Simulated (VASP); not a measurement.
Input of a VASP 6.6.1 run:

The input INCAR:

```
PREC = Accurate
ENCUT = 520
EDIFF = 1E-7
ISMEAR = 0
SIGMA = 0.05
LREAL = False
LASPH = True
NELM = 80
ALGO = Normal
ISIF = 2
LWAVE = False
LCHARG = True
GGA = PS
LELF = True
LVHAR = True
NBANDS = 20
```

The input KPOINTS:

```
Automatic mesh
0
Gamma
  9 9 6
```

The input POSCAR:

```
SnSe2
1.0
    4.0231463824      0.0000000000      0.0000000000
   -2.0115731912      3.4841469703      0.0000000000
    0.0000000000      0.0000000000      5.5068351236
Sn Se
1 2
Direct
    0.0000000000      0.0000000000      0.0000000000
    0.3333333333      0.6666666667      0.2500000000
    0.6666666667      0.3333333333      0.7500000000
```

Potentials or basis: VASP PAW PBE potentials, release 64 (Sn_d, Se).

The run is started by

```sh
$ cat potpaw_PBE.64/Sn_d/POTCAR potpaw_PBE.64/Se/POTCAR > POTCAR
$ mpirun -np 1 vasp_std > vasp.out
```

(1) Predict the pressure.

(2) What does it give for the band gap on the k mesh?

(3) What does it give for the largest force?

Results:

(1) 1.7 GPa.

(2) 0.06 eV, indirect (least direct gap 0.42 eV).

(3) 1.111 eV/Å.

Caveat: the PAW data sets were made with another functional, which shifts forces and pressure a little; spin-orbit coupling is left out, which moves the levels of the heavy elements.
